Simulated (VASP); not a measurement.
A run of VASP 6.6.1 is set up as follows.

INCAR

```
SYSTEM = CdHgSe2
PREC = Accurate
ENCUT = 520
EDIFF = 1E-7
ISMEAR = -1
SIGMA = 0.02
LREAL = .False.
LASPH = .True.
NELM = 80
ALGO = Normal
ISIF = 2
LWAVE = .False.
LCHARG = .False.
GGA = PS
NBANDS = 26
```

The input KPOINTS:

```
regular mesh
0
Gamma
  4 4 4
  0 0 0
```

File POSCAR:

```
CdHgSe2
1.0
    4.4002946109      0.0000000000      0.0000000000
    0.0000000000      4.4002946109      0.0000000000
    0.0000000000      0.0000000000      6.2101471349
Cd Hg Se
1 1 2
Direct
    0.5000000000      0.5000000000      0.5000000000
    0.0000000000      0.0000000000      0.0000000000
    0.0000000000      0.5000000000      0.2530090000
    0.5000000000      0.0000000000      0.7469910000
```

Potentials or basis: VASP PAW PBE potentials, release 64 (Cd, Hg, Se).

The run is started by

```sh
$ cat potpaw_PBE.64/Cd/POTCAR potpaw_PBE.64/Hg/POTCAR potpaw_PBE.64/Se/POTCAR > POTCAR
$ mpirun -np 1 vasp_std > vasp.out
```

Q: Estimate the largest force.

A: 0.010 eV/Å.

Q: Predict the pressure.

A: -2.1 GPa.

Forces in eV/Å, atoms in the order of the input:
```
Cd   0.000  0.000  0.000
Hg   0.000  0.000  0.000
Se   0.000  0.000 -0.010
Se   0.000  0.000  0.010
```

Caveat: the PAW data sets were made with another functional, which shifts forces and pressure a little.
